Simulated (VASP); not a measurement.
The system is SiN.

```
CELL_PARAMETERS angstrom
3.03964 0.00000 0.00000
-1.51982 2.63241 0.00000
0.00000 0.00000 4.98847
ATOMIC_POSITIONS crystal
Si 0.33333 0.66667 0.49958
Si 0.66667 0.33333 0.99958
N 0.33333 0.66667 0.87542
N 0.66667 0.33333 0.37542
```

```yaml
Program: VASP 6.6.1
Task: relaxation of cell and atoms
Functional: PBE
Potentials_or_basis: VASP PAW PBE potentials, release 64 (Si, N)
Cutoff: 600 eV
k_mesh: 6 × 6 × 4
Occupations: gaussian, width 0.1 eV
Spin: no spin polarisation
```

At the start: pressure 3.2 GPa; volume 9.98 Å³/atom.

**Question.** Where does the relaxation end?

**Answer.** Over 11 steps the energy falls by 220.7 meV/atom and the volume is 9.91 Å³/atom (-0.7 %); space group P6_3mc (No. 186, to 0.1 Å) before and after.

The path:
```tsv
step	energy change (eV)	largest force (eV/Å)	pressure (GPa)	volume (Å³)
1	0.0000	1.1691	3.17	39.92
2	-0.4453	0.3800	-4.15	41.01
3	-0.6147	0.9698	-9.36	42.09
4	-0.6998	1.3615	-8.70	40.86
5	-0.7127	1.2245	-9.15	41.19
6	-0.8651	0.4149	-0.69	39.37
7	-0.8722	0.1833	2.07	38.91
8	-0.8788	0.0966	1.08	39.22
9	-0.8814	0.0535	-0.80	39.86
10	-0.8821	0.0086	-0.23	39.66
11	-0.8827	0.0046	-0.11	39.64
```

Final structure:
```xyz
4
Lattice="2.8351 0.0000 0.0000 -1.4175 2.4553 0.0000 0.0000 0.0000 5.6952" Properties=species:S:1:pos:R:3 pbc="T T T"
Si    0.0000    1.6368    2.9356
Si    1.4175    0.8184    0.0880
N     0.0000    1.6368    4.8952
N     1.4175    0.8184    2.0476
```

Caveat: the k points lie up to 0.43 Å⁻¹ apart in the final cell, too coarse for converged energies and pressures of a metal.
